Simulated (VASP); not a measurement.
# ZnGe2 (P4_2/mnm) in VASP: notebook, part 2 of 2

VASP 6.6.1.

**3. Single point, PBE**

This run uses another cell than the first one, of 22.05 Å³/atom, 1.256 times its volume.

Input file INCAR:

```
SYSTEM = ZnGe2
ALGO = Normal
EDIFF = 1E-7
ENCUT = 520
GGA = PE
ISIF = 2
ISMEAR = 0
LASPH = .True.
LCHARG = .False.
LREAL = .False.
LWAVE = .False.
NBANDS = 49
NELM = 100
PREC = Accurate
SIGMA = 0.1
```

Input file KPOINTS:

```
k-points
0
Gamma
  4 4 6
  0 0 0
```

Input file POSCAR:

```
ZnGe2
1.0
    5.7378990229      0.0000000000      0.0000000000
    0.0000000000      5.7378990229      0.0000000000
    0.0000000000      0.0000000000      4.0182670916
Zn Ge
2 4
Direct
    0.0000000000      0.0000000000      0.0000000000
    0.5000000000      0.5000000000      0.5000000000
    0.3047125199      0.3047125199      0.0000000000
    0.1952874801      0.8047125199      0.5000000000
    0.6952874801      0.6952874801      0.0000000000
    0.8047125199      0.1952874801      0.5000000000
```

Potentials or basis: VASP PAW PBE potentials, release 64 (Zn, Ge_d).

Started as:

```bash
cat potpaw_PBE.64/Zn/POTCAR potpaw_PBE.64/Ge_d/POTCAR > POTCAR
mpirun -np 1 vasp_std > vasp.out
```

Run time: 73 s. Hardware: 1 thread of Intel Xeon 6975P-C (Granite Rapids), shared host; peak memory 0.3 GiB.

It converged, with:

```
Free energy            : -17.4268 eV
Pressure               : 0.2 GPa
Band gap on the k mesh : zero (band 40 reaches 4.65 eV, above the bottom of band 41 at 3.10 eV)
```

Forces in eV/Å, atoms in the order of the input:
```
Zn   0.000  0.000  0.000
Zn   0.000  0.000  0.000
Ge  -0.002 -0.002  0.000
Ge   0.002 -0.002  0.000
Ge   0.002  0.002  0.000
Ge  -0.002  0.002  0.000
```

Stress tensor (GPa, compression positive):
```
0.16 0.00 0.00
0.00 0.16 0.00
0.00 0.00 0.36
```

Levels at points of the mesh, in eV from the Fermi level:
```tsv
k point	band 37	band 38	band 39	band 40	band 41	band 42	band 43	band 44
(0.00, 0.00, 0.00)	-1.88	-1.73	-1.73	0.79	1.42	2.18	2.18	2.80
(0.50, 0.00, 0.00)	-0.80	-0.80	-0.18	-0.18	0.34	0.34	2.68	2.68
(0.50, 0.50, 0.00)	-0.78	-0.78	-0.47	-0.47	0.62	0.62	1.55	1.55
(0.00, 0.00, 0.50)	-2.10	-2.10	-0.57	-0.57	-0.13	-0.13	0.46	0.46
(0.50, 0.00, 0.50)	-2.99	-2.99	-2.00	-2.00	-0.58	-0.58	1.68	1.68
(0.50, 0.50, 0.50)	-3.56	-3.56	0.96	0.96	1.30	1.30	2.13	2.13
```

**4. Relaxation of cell and atoms, PBE**

Input file INCAR:

```
SYSTEM = ZnGe2
ALGO     = Normal         ! electronic algorithm
EDIFF    = 1E-7           ! SCF threshold, eV
EDIFFG   = -0.04          ! ionic threshold
ENCUT    = 600            ! plane-wave cutoff, eV
GGA      = PE             ! functional
IBRION   = 2              ! ionic algorithm
ISIF     = 3              ! what is computed and relaxed
ISMEAR   = 0              ! smearing method
LASPH    = .True.         ! aspherical terms in the spheres
LCHARG   = .False.        ! write CHGCAR
LREAL    = .False.        ! projectors in reciprocal space
LWAVE    = .False.        ! write WAVECAR
NELM     = 100            ! most SCF steps
NSW      = 90             ! ionic steps
PREC     = Accurate       ! precision mode
SIGMA    = 0.1            ! smearing width, eV
```

KPOINTS is that of step 3.

Input file POSCAR:

```
ZnGe2
1.0
    5.4689907499      0.0000000000      0.0000000000
    0.0000000000      5.4689907499      0.0000000000
    0.0000000000      0.0000000000      3.5225824181
Zn Ge
2 4
Direct
    0.0000000000      0.0000000000      0.0000000000
    0.5000000000      0.5000000000      0.5000000000
    0.3060000000      0.3060000000      0.0000000000
    0.1940000000      0.8060000000      0.5000000000
    0.6940000000      0.6940000000      0.0000000000
    0.8060000000      0.1940000000      0.5000000000
```

Potentials or basis: VASP PAW PBE potentials, release 64 (Zn, Ge_d).

Started as:

```bash
cat potpaw_PBE.64/Zn/POTCAR potpaw_PBE.64/Ge_d/POTCAR > POTCAR
mpirun -np 1 vasp_std > vasp.out
```

OUTCAR:

```text
SYSTEM = ZnGe2
   EDIFF = 1E-7
   EDIFFG = -0.04
   ENCUT = 600
   GGA = PE
   IBRION = 2
   ISIF = 3
   ISMEAR = 0
   LASPH = .True.
   LREAL = .False.
   NELM = 100
   NSW = 90
   PREC = Accurate

 ion  position               nearest neighbor table
   1  0.000  0.000  0.000-   4 2.31   6 2.31   4 2.31   6 2.31   5 2.37   3 2.37
   2  0.500  0.500  0.500-   3 2.31   5 2.31   3 2.31   5 2.31   4 2.37   6 2.37
   3  0.306  0.306  0.000-   2 2.31   2 2.31   1 2.37
   4  0.194  0.806  0.500-   1 2.31   1 2.31   2 2.37
   5  0.694  0.694  0.000-   2 2.31   2 2.31   1 2.37
   6  0.806  0.194  0.500-   1 2.31   1 2.31   2 2.37

  LATTYP: Found a simple tetragonal cell.
 ALAT       =     5.4689907499
 C/A-ratio  =     0.6441010013

  Lattice vectors:

 A1 = (   5.4689907499,   0.0000000000,   0.0000000000)
 A2 = (   0.0000000000,   5.4689907499,   0.0000000000)
 A3 = (   0.0000000000,   0.0000000000,   3.5225824181)

Analysis of symmetry for initial positions (statically):
[... 176 lines left out ...]
 number of electron      79.9999950 magnetization

 Free energy of the ion-electron system (eV)
  ---------------------------------------------------
  ext. energy  EPLUGINS =         0.00000000
  ---------------------------------------------------
  free energy    TOTEN  =       -15.65808955 eV

  energy without entropy =      -15.64772601  energy(sigma->0) =      -15.65290778

 E-fermi :   5.6248     XC(G=0): -11.1856

 val. band max:        5.5782577750   @ k =   0.5000   0.2500   0.0000
 cond. band min:       5.6555877971   @ k =   0.5000   0.2500   0.0000
 fundamental gap:      0.0773300221
 Fermi energy:         5.6247657147
[... 2732 lines left out ...]
--------------------------------------- Ionic step        8  -------------------------------------------

 number of electron      79.9999956 magnetization

 Free energy of the ion-electron system (eV)
  ---------------------------------------------------
  ext. energy  EPLUGINS =         0.00000000
  ---------------------------------------------------
  free energy    TOTEN  =       -17.42154843 eV

  energy without entropy =      -17.41471136  energy(sigma->0) =      -17.41812990

 E-fermi :   3.6646     XC(G=0): -10.0739

 val. band max:        3.5898342222   @ k =   0.2500   0.0000   0.5000
 cond. band min:       3.6710825620   @ k =   0.2500   0.2500   0.5000
 fundamental gap:      0.0812483398
 Fermi energy:         3.6645696815
[... 1255 lines left out ...]
  FREE ENERGIE OF THE ION-ELECTRON SYSTEM (eV)
  ---------------------------------------------------
  free  energy   TOTEN  =       -17.4215484317 eV

  energy  without entropy=      -17.4147113618  energy(sigma->0) =      -17.41812990

 reached required accuracy - stopping structural energy minimisation
```

OSZICAR:

```text
N       E                     dE             d eps       ncg     rms          rms(c)
DAV:   1     0.859768679290E+03    0.85977E+03   -0.40956E+04  2776   0.489E+03
DAV:   2     0.155464496203E+03   -0.70430E+03   -0.67711E+03  2304   0.112E+03
DAV:   3    -0.464700730502E+01   -0.16011E+03   -0.15650E+03  2384   0.273E+02
[... 90 lines left out ...]
DAV:   4    -0.174215457660E+02    0.60146E-04   -0.49835E-04  2624   0.211E-01    0.178E-02
DAV:   5    -0.174215488798E+02   -0.31138E-05   -0.11630E-04  2440   0.111E-01    0.115E-02
DAV:   6    -0.174215483991E+02    0.48072E-06   -0.54997E-06  2808   0.225E-02    0.413E-03
DAV:   7    -0.174215484161E+02   -0.16984E-07   -0.15930E-06  2624   0.160E-02    0.194E-03
DAV:   8    -0.174215484317E+02   -0.15663E-07   -0.19139E-07  1576   0.512E-03
   8 F= -.17421548E+02 E0= -.17418130E+02  d E =-.780837E-02
```

CONTCAR:

```text
ZnGe2
   1.00000000000000
     5.7398520365141419   -0.0000000000000000    0.0000000000000000
    -0.0000000000000000    5.7398520365141419    0.0000000000000000
     0.0000000000000000    0.0000000000000000    4.0256234905773907
  Zn              Ge
     2     4
Direct
     0.0000000000000000    0.0000000000000000    0.0000000000000000
     0.5000000000000000    0.5000000000000000    0.5000000000000000
     0.3047803199069328    0.3047803199069328    0.0000000000000000
     0.1952196800930671    0.8047803199069328    0.5000000000000000
     0.6952196800930672    0.6952196800930672    1.0000000000000000
     0.8047803199069328    0.1952196800930671    0.5000000000000000

  0.00000000E+00  0.00000000E+00  0.00000000E+00
  0.00000000E+00  0.00000000E+00  0.00000000E+00
  0.00000000E+00  0.00000000E+00  0.00000000E+00
  0.00000000E+00  0.00000000E+00  0.00000000E+00
  0.00000000E+00  0.00000000E+00  0.00000000E+00
  0.00000000E+00  0.00000000E+00  0.00000000E+00
```

Run time: 6.1 min. Hardware: 1 thread of Intel Xeon 6975P-C (Granite Rapids), shared host; peak memory 0.32 GiB.

What came out:

```
Free energy                            : -17.4215 eV
Relaxed volume                         : 22.10 Å³/atom
Relaxed cell                           : a = 5.740 Å, b = 5.740 Å, c = 4.026 Å, α = 90.00°, β = 90.00°, γ = 90.00°
Space group after relaxing (to 0.05 Å) : P4_2/mnm (No. 136)
Energy gained by relaxing              : 293.9 meV/atom
Ionic steps                            : 8
Pressure after relaxing                : 0.0 GPa
Largest force after relaxing           : 0.003 eV/Å
Band gap on the k mesh                 : zero (band 40 reaches 4.63 eV, above the bottom of band 41 at 3.08 eV)
```

Forces on the atoms (eV/Å):
```
Zn   0.000  0.000  0.000
Zn   0.000  0.000  0.000
Ge   0.002  0.002  0.000
Ge  -0.002  0.002  0.000
Ge  -0.002 -0.002  0.000
Ge   0.002 -0.002  0.000
```

Step by step:
```tsv
step	energy change (eV)	largest force (eV/Å)	pressure (GPa)	volume (Å³)
1	0.0000	1.3012	21.68	105.36
2	-1.5532	0.2859	-4.00	145.65
3	-1.7387	0.0988	0.16	132.37
4	-1.7393	0.1185	-0.21	133.30
5	-1.7497	0.1351	-0.12	132.98
6	-1.7557	0.1612	0.08	132.45
7	-1.7614	0.0810	0.06	132.54
8	-1.7635	0.0035	0.05	132.63
```

Final structure:
```
CELL_PARAMETERS angstrom
5.73985 0.00000 0.00000
0.00000 5.73985 0.00000
0.00000 0.00000 4.02562
ATOMIC_POSITIONS crystal
Zn 0.00000 0.00000 0.00000
Zn 0.50000 0.50000 0.50000
Ge 0.30478 0.30478 0.00000
Ge 0.19522 0.80478 0.50000
Ge 0.69522 0.69522 0.00000
Ge 0.80478 0.19522 0.50000
```

Levels at points of the mesh, in eV from the Fermi level:
```csv
k point,band 38,band 39,band 40,band 41,band 42,band 43
"(0.00, 0.00, 0.00)",-1.72,-1.72,0.79,1.40,2.17,2.17
"(0.50, 0.00, 0.00)",-0.81,-0.18,-0.18,0.32,0.32,2.67
"(0.50, 0.50, 0.00)",-0.78,-0.49,-0.49,0.61,0.61,1.55
"(0.00, 0.00, 0.50)",-2.09,-0.57,-0.57,-0.13,-0.13,0.46
"(0.50, 0.00, 0.50)",-2.98,-2.00,-2.00,-0.58,-0.58,1.68
"(0.50, 0.50, 0.50)",-3.55,0.96,0.96,1.30,1.30,2.13
```

Caveat: the volume moved by over 15 % at a fixed basis, so the end points are rough.

**5. Overview**

| task | cell | cutoff (eV) | gap on the mesh (eV) | pressure (GPa) |
| --- | --- | --- | --- | --- |
| single point | a = 5.469, b = 5.469, c = 3.523 Å, 6 atoms | 520 | none | 21.8 |
| single point | a = 5.738, b = 5.738, c = 4.018 Å, 6 atoms | 520 | none | 0.2 |
| relaxation of cell and atoms | relaxed from a = 5.469, b = 5.469, c = 3.523 Å, 6 atoms | 600 | none | 0.0 |

Alike in all rows: level PBE; potentials or basis VASP PAW PBE potentials, release 64 (Zn, Ge_d); no spin polarisation; k mesh 4 × 4 × 6; smearing gaussian 0.1 eV.

Caveats: forces of over 1 eV/Å act on the atoms, so gaps and moduli don't describe the material at rest (some runs); the volume moved by over 15 % at a fixed basis, so the end points are rough (some runs).

Absolute energies hang on the potentials; compare differences alone.
